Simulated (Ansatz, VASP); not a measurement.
**Na3ScTlP3 in VASP and in Ansatz**

```
CELL_PARAMETERS angstrom
5.34714 0.00000 0.00000
0.00000 5.34714 0.00000
0.00000 0.00000 8.35257
ATOMIC_POSITIONS crystal
Na 0.00000 0.50000 0.93766
Na 0.50000 0.00000 0.93766
Na 0.00000 0.00000 0.30513
Sc 0.00000 0.00000 0.67872
Tl 0.50000 0.50000 0.55357
P 0.00000 0.50000 0.56940
P 0.50000 0.00000 0.56940
P 0.00000 0.00000 0.97586
```

Alike in both runs: functional PBE; k mesh 6 × 6 × 4; occupations gaussian, width 0.1 eV; no spin polarisation.

Ansatz relaxed the structure, and its values are those at the end. VASP's run is a single point on that final structure, the one shown.

```csv
,VASP,Ansatz
version,VASP 6.6.1,Ansatz 0.2.0
potentials or method,"VASP PAW PBE potentials, release 64 (Na_pv, Sc_sv, Tl_d, P), cutoff 520 eV","scalar-relativistic, plane waves, PAW"
valence electrons in the cell,60,66
```

|  | VASP | Ansatz | Ansatz less VASP |
| --- | --- | --- | --- |
| gap on the k mesh at the Fermi level (eV) | none | none | - |
| pressure (GPa) | 0.0 | 0.0 | -0.02 |
| rms of the force components (eV/Å) | 0.006 | 0.000 | -0.0054 |

A gap of «none» marks a metal or a gap that the smearing closes. VASP's potentials hold 60 valence electrons a cell and Ansatz's 66, so a difference there can come from the potentials and not from the codes.

Spin-orbit coupling is off throughout.
